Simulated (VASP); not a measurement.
# Au (Fm-3m) in VASP: a series of runs, part 2 of 2

VASP 6.6.1. Earlier steps stand in the parts before.

## 3. Single point, PBEsol

File INCAR:

```
  ALGO = Fast
  EDIFF = 1E-7
  ENCUT = 520
  GGA = PS
  ISIF = 2
  ISMEAR = 0
  LASPH = T
  LCHARG = F
  LREAL = F
  LWAVE = F
  NBANDS = 12
  NELM = 80
  PREC = Accurate
  SIGMA = 0.15
```

File KPOINTS:

```
k-points
0
Gamma
  22 22 22
```

File POSCAR:

```
Au
1.0
    0.0000000000      2.0455000000      2.0455000000
    2.0455000000      0.0000000000      2.0455000000
    2.0455000000      2.0455000000      0.0000000000
Au
1
Direct
    0.0000000000      0.0000000000      0.0000000000
```

Potentials or basis: VASP PAW PBE potentials, release 64 (Au).

Started as:

```sh
cat potpaw_PBE.64/Au/POTCAR > POTCAR
mpirun -np 1 vasp_std > vasp.out
```

OUTCAR:

```text
EDIFF = 1E-7
   ENCUT = 520
   GGA = PS
   ISIF = 2
   ISMEAR = 0
   LASPH = T
   LREAL = F
   NELM = 80
   PREC = Accurate

 ion  position               nearest neighbor table
   1  0.000  0.000  0.000-

  LATTYP: Found a face centered cubic cell.
 ALAT       =     4.0910000000

  Lattice vectors:

 A1 = (   0.0000000000,   2.0455000000,   2.0455000000)
 A2 = (   2.0455000000,   0.0000000000,   2.0455000000)
 A3 = (   2.0455000000,   2.0455000000,   0.0000000000)

Analysis of symmetry for initial positions (statically):
=====================================================================
 Subroutine PRICEL returns:
 Original cell was already a primitive cell.

 Routine SETGRP: Setting up the symmetry group for a
 face centered cubic supercell.

 Subroutine GETGRP returns: Found 48 space group operations
 (whereof 48 operations were pure point group operations)
 out of a pool of 48 trial point group operations.

The static configuration has the point symmetry O_h .

Analysis of symmetry for dynamics (positions and initial velocities):
=====================================================================
 Subroutine PRICEL returns:
 Original cell was already a primitive cell.

 Routine SETGRP: Setting up the symmetry group for a
 face centered cubic supercell.

 Subroutine GETGRP returns: Found 48 space group operations
 (whereof 48 operations were pure point group operations)
 out of a pool of 48 trial point group operations.

The dynamic configuration has the point symmetry O_h .

 Subroutine INISYM returns: Found 48 space group operations
 (whereof 48 operations are pure point group operations),
 and found     1 'primitive' translations

----------------------------------------------------------------------------------------

                                     Primitive cell

  volume of cell :      17.1170

  direct lattice vectors                    reciprocal lattice vectors
     0.000000000  2.045500000  2.045500000    -0.244439012  0.244439012  0.244439012
     2.045500000  0.000000000  2.045500000     0.244439012 -0.244439012  0.244439012
[... 113 lines left out ...]
   LRPA    =     F    only Hartree local field effects (RPA)
 non-spin polarized calculation
 RMM-DIIS sequential band-by-band and
 Gauss-broadening in eV      SIGMA  =   0.15
  energy-cutoff  :      520.00
  volume of cell :       17.12
 maximum number of plane-waves:       478
 NGX is ok and might be reduce to    24

 number of electron      11.0000000 magnetization

 Free energy of the ion-electron system (eV)
  ---------------------------------------------------
  ext. energy  EPLUGINS =         0.00000000
  ---------------------------------------------------
  free energy    TOTEN  =        -3.92545592 eV

  energy without entropy =       -3.92226067  energy(sigma->0) =       -3.92385829

 E-fermi :   9.1775     XC(G=0): -12.8588

 val. band max:        9.1740523636   @ k =  -0.4545   0.0909   0.0455
 cond. band min:       9.2535812215   @ k =   0.5000   0.3636   0.1364
 fundamental gap:      0.0795288580
 Fermi energy:         9.1774772287

 k-point     1 :       0.0000    0.0000    0.0000
  band No.  band energies     occupation
      1      -0.6694      2.00000
      2       4.5490      2.00000
      3       4.5490      2.00000
      4       4.5490      2.00000
      5       6.0671      2.00000
      6       6.0671      2.00000
      7      23.7104      0.00000
      8      27.6793      0.00000
      9      27.6793      0.00000
     10      27.6793      0.00000
     11      32.5318      0.00000
     12      37.1459      0.00000
[... 331 lines left out ...]
 k-point    24 :      -0.4545    0.0455    0.0000
  band No.  band energies     occupation
      1       1.9656      2.00000
      2       4.4904      2.00000
      3       4.5584      2.00000
      4       6.8557      2.00000
      5       7.1957      2.00000
      6       8.4323      2.00000
      7      12.5251      0.00000
      8      23.2400      0.00000
      9      25.8752      0.00000
     10      26.3498      0.00000
     11      33.9369      0.00000
     12      34.0500      0.00000

 [... further k-points ...]

------------------------ aborting loop because EDIFF is reached ----------------------------------------

  FORCE on cell =-STRESS in cart. coord.  units (eV):
  Direction    XX          YY          ZZ          XY          YZ          ZX
  --------------------------------------------------------------------------------------
  -------------------------------------------------------------------------------------
  Total       -0.1338145     -0.1338145     -0.1338145     -0.0000000     -0.0000000      0.0000000
  in kB      -12.5252178    -12.5252178    -12.5252178     -0.0000000     -0.0000000      0.0000000
  external PRESSURE =     -12.5252178 kB  Pullay stress =       0.0000000 kB

 VOLUME and BASIS-vectors are now :
 -----------------------------------------------------------------------------
  energy-cutoff  :      520.00
  volume of cell :       17.12
      direct lattice vectors                 reciprocal lattice vectors
     0.000000000  2.045500000  2.045500000    -0.244439012  0.244439012  0.244439012
     2.045500000  0.000000000  2.045500000     0.244439012 -0.244439012  0.244439012
     2.045500000  2.045500000  0.000000000     0.244439012  0.244439012 -0.244439012

 POSITION                                       TOTAL-FORCE (eV/Angst)
 -----------------------------------------------------------------------------------
      0.00000      0.00000      0.00000         0.000000      0.000000      0.000000
 -----------------------------------------------------------------------------------
    total drift:                                0.000000     -0.000000     -0.000000

  FREE ENERGIE OF THE ION-ELECTRON SYSTEM (eV)
  ---------------------------------------------------
  free  energy   TOTEN  =        -3.9254559152 eV

  energy  without entropy=       -3.9222606746  energy(sigma->0) =       -3.92385829
```

OSZICAR:

```text
N       E                     dE             d eps       ncg     rms          rms(c)
DAV:   1     0.484893203388E+02    0.48489E+02   -0.55673E+03  8176   0.817E+02
DAV:   2    -0.357658607628E+01   -0.52066E+02   -0.49129E+02  9184   0.185E+02
DAV:   3    -0.426316518988E+01   -0.68658E+00   -0.68592E+00  9532   0.206E+01
DAV:   4    -0.426543598817E+01   -0.22708E-02   -0.22707E-02  9444   0.137E+00
DAV:   5    -0.426545239223E+01   -0.16404E-04   -0.16406E-04  9744   0.111E-01    0.945E+00
RMM:   6    -0.395025085683E+01    0.31520E+00   -0.36578E-01  7910   0.500E+00    0.582E+00
RMM:   7    -0.392832544128E+01    0.21925E-01   -0.41002E-02  8358   0.187E+00    0.286E+00
RMM:   8    -0.392550968801E+01    0.28158E-02   -0.39880E-03  8783   0.548E-01    0.407E-01
RMM:   9    -0.392545418103E+01    0.55507E-04   -0.53258E-04  9236   0.194E-01    0.113E-01
RMM:  10    -0.392545617115E+01   -0.19901E-05   -0.78051E-05  9216   0.669E-02    0.761E-02
RMM:  11    -0.392545594086E+01    0.23029E-06   -0.14861E-05  9225   0.255E-02    0.109E-02
RMM:  12    -0.392545601232E+01   -0.71463E-07   -0.16667E-06  8671   0.818E-03    0.105E-02
RMM:  13    -0.392545591518E+01    0.97141E-07   -0.42337E-07  7741   0.437E-03
   1 F= -.39254559E+01 E0= -.39238583E+01  d E =-.319524E-02
```

stdout:

```text
POSCAR found type information on POSCAR Au
 POSCAR found :  1 types and       1 ions
 scaLAPACK will be used
 -----------------------------------------------------------------------------
|                                                                             |
|                                                                             |
|     You enforced a specific xc type in the INCAR file but a different       |
|     I HOPE YOU KNOW WHAT YOU ARE DOING!                                     |
|                                                                             |
 -----------------------------------------------------------------------------

 LDA part: xc-table for (Slater+PW92), standard interpolation
 POSCAR, INCAR and KPOINTS ok, starting setup
 FFT: planning ... GRIDC
 FFT: planning ... GRID_SOFT
 FFT: planning ... GRID
 WAVECAR not read
 entering main loop
```

Run time: 73 s. Hardware: 1 thread of AMD EPYC 9R45 (Zen 5), shared host; peak memory 0.16 GiB.

Results:

| Property | Result |
| --- | --- |
| Free energy | -3.9255 eV |
| Pressure | -1.3 GPa |

Levels at points of the mesh, in eV from the Fermi level:
```tsv
k point	band 4	band 5	band 6	band 7	band 8	band 9
(0.00, 0.00, 0.00)	-4.63	-3.11	-3.11	14.53	18.50	18.50
(0.50, 0.00, 0.00)	-1.92	-1.92	-0.98	3.06	13.97	17.08
(0.50, 0.50, 0.00)	-1.60	-1.60	0.99	5.73	9.97	9.97
```

Caveat: the PAW data sets were made with another functional, which shifts forces and pressure a little; spin-orbit coupling is left out, which moves the levels of the heavy elements.

## 4. Single point, PBEsol

This run uses another cell than the first one: it holds 2 atoms, not 1.

File INCAR:

```
SYSTEM = Au
ALGO     = Fast           ! electronic algorithm
EDIFF    = 1E-6           ! SCF threshold, eV
ENCUT    = 520            ! plane-wave cutoff, eV
GGA      = PS             ! functional
ISIF     = 2              ! what is computed and relaxed
ISMEAR   = 0              ! smearing method
LASPH    = .True.         ! aspherical terms in the spheres
LCHARG   = .True.         ! write CHGCAR
LELF     = .True.         ! ELF
LREAL    = .False.        ! projectors in reciprocal space
LVHAR    = .True.       
LWAVE    = .False.        ! write WAVECAR
NBANDS   = 18             ! bands
NELM     = 100            ! most SCF steps
PREC     = Accurate       ! precision mode
SIGMA    = 0.15           ! smearing width, eV
```

File KPOINTS:

```
k-points
0
Gamma
  16 16 12
  0 0 0
```

File POSCAR:

```
Au
1.0
    0.0000000000     -2.0455000000     -2.0455000000
    0.0000000000      2.0455000000     -2.0455000000
    4.0910000000      0.0000000000      0.0000000000
Au
2
Direct
    0.5000000000      0.5000000000      0.5000000000
    0.0000000000      0.0000000000      0.0000000000
```

Started as:

```sh
cat potpaw_PBE.64/Au/POTCAR > POTCAR
mpirun -np 1 vasp_std > vasp.out
```

Run time: 92 s. Hardware: 1 thread of Intel Xeon Platinum 8259CL at 2.50GHz (Skylake/Cascade Lake), shared host; peak memory 0.27 GiB.

It converged, with:

```yaml
Free_energy: -7.8509 eV
Pressure: -1.2 GPa
Band_gap_on_the_k_mesh: zero (band 11 reaches 13.92 eV, above the bottom of band 12 at 6.62 eV)
```

Levels at points of the mesh, in eV from the Fermi level:
```
           k point  band 8  band 9  band 10  band 11  band 12  band 13  band 14  band 15
(0.00, 0.00, 0.00)   -3.14   -1.99    -1.63    -1.63     0.96     5.70     9.93     9.93
(0.50, 0.00, 0.00)   -3.74   -3.16    -3.16    -0.29    -0.29     8.46     8.46    10.18
(0.50, 0.50, 0.00)   -1.63   -1.63    -1.63     0.96     0.96     5.70     5.70     9.93
(0.00, 0.00, 0.50)   -3.44   -3.44    -3.44    -2.59    -2.59    14.71    14.71    14.71
(0.50, 0.00, 0.50)   -1.95   -1.95    -1.95    -1.01    -1.01     3.02     3.02    13.94
(0.50, 0.50, 0.50)   -3.30   -1.63    -1.63     4.65     4.65     6.24     6.24     6.24
```

Caveat: the PAW data sets were made with another functional, which shifts forces and pressure a little; spin-orbit coupling is left out, which moves the levels of the heavy elements.

## 5. Single point, PBEsol

This run uses another cell than the first one: it holds 6 atoms, not 1.

File INCAR:

```
SYSTEM = Au
ALGO = Fast
EDIFF = 1E-6
ENCUT = 520
GGA = PS
ISIF = 2
ISMEAR = 0
LASPH = .TRUE.
LCHARG = .TRUE.
LELF = .TRUE.
LREAL = .FALSE.
LVHAR = .TRUE.
LWAVE = .FALSE.
NBANDS = 42
NELM = 60
PREC = Accurate
SIGMA = 0.15
```

File KPOINTS:

```
k-points
0
G
  18 18 4
  0 0 0
```

File POSCAR:

```
Au
1.0
    2.0455000000     -2.0455000000      0.0000000000
    2.0455000000      0.0000000000     -2.0455000000
    8.1820000000      8.1820000000      8.1820000000
Au
6
Direct
    0.6666666667      0.6666666667      0.1666666667
    0.0000000000      0.0000000000      0.0000000000
    0.3333333333      0.3333333333      0.3333333333
    0.6666666667      0.6666666667      0.6666666667
    0.0000000000      0.0000000000      0.5000000000
    0.3333333333      0.3333333333      0.8333333333
```

Started as:

```sh
cat potpaw_PBE.64/Au/POTCAR > POTCAR
mpirun -np 1 vasp_std > vasp.out
```

Wall time 12 min (1 thread of Oxide Virtual Turin-like, shared host); peak memory 0.5 GiB.

Results (log left out):

```
Free energy            : -23.5506 eV
Pressure               : -1.3 GPa
Band gap on the k mesh : zero (band 33 reaches 11.96 eV, above the bottom of band 34 at 7.04 eV)
```

Levels at points of the mesh, in eV from the Fermi level:
```
           k point  band 32  band 33  band 34  band 35  band 36  band 37
(0.00, 0.00, 0.00)    -2.53    -2.53    -1.94    -1.94    -1.00     3.03
(0.50, 0.00, 0.00)     0.65     0.65     0.97     1.12     1.12     3.04
(0.00, 0.00, 0.50)    -2.27    -2.11    -2.11    -2.11    -2.11     4.75
(0.50, 0.00, 0.50)    -0.15     1.01     1.01     1.07     1.07     3.28
```

Caveat: the PAW data sets were made with another functional, which shifts forces and pressure a little; spin-orbit coupling is left out, which moves the levels of the heavy elements.

## 6. Summary

```csv
cell,k mesh,further INCAR settings,gap on the mesh (eV),pressure (GPa)
"a = 2.893 Å, angles 60.0°, 1 atom",20 × 20 × 20,ALGO = Fast; EDIFF = 1e-07; NBANDS = 12,none,-1.2
"a = 2.893 Å, angles 60.0°, 1 atom",22 × 22 × 22,ALGO = Fast; EDIFF = 1e-07; NBANDS = 12,none,-1.3
"a = 2.893, b = 2.893, c = 4.091 Å, 2 atoms",16 × 16 × 12,ALGO = Fast; EDIFF = 1e-06; NBANDS = 18,none,-1.2
"a = 2.893, b = 2.893, c = 14.172 Å, angles 90.0, 90.0, 60.0°, 6 atoms",18 × 18 × 4,ALGO = Fast; EDIFF = 1e-06; NBANDS = 42,none,-1.3
```

Alike in all rows: task single point; level PBEsol; potentials or basis VASP PAW PBE potentials, release 64 (Au); no spin polarisation; cutoff (eV) 520; smearing gaussian 0.15 eV.

Caveats: the PAW data sets were made with another functional, which shifts forces and pressure a little; spin-orbit coupling is left out, which moves the levels of the heavy elements.

Absolute energies hang on the potentials; compare differences alone.
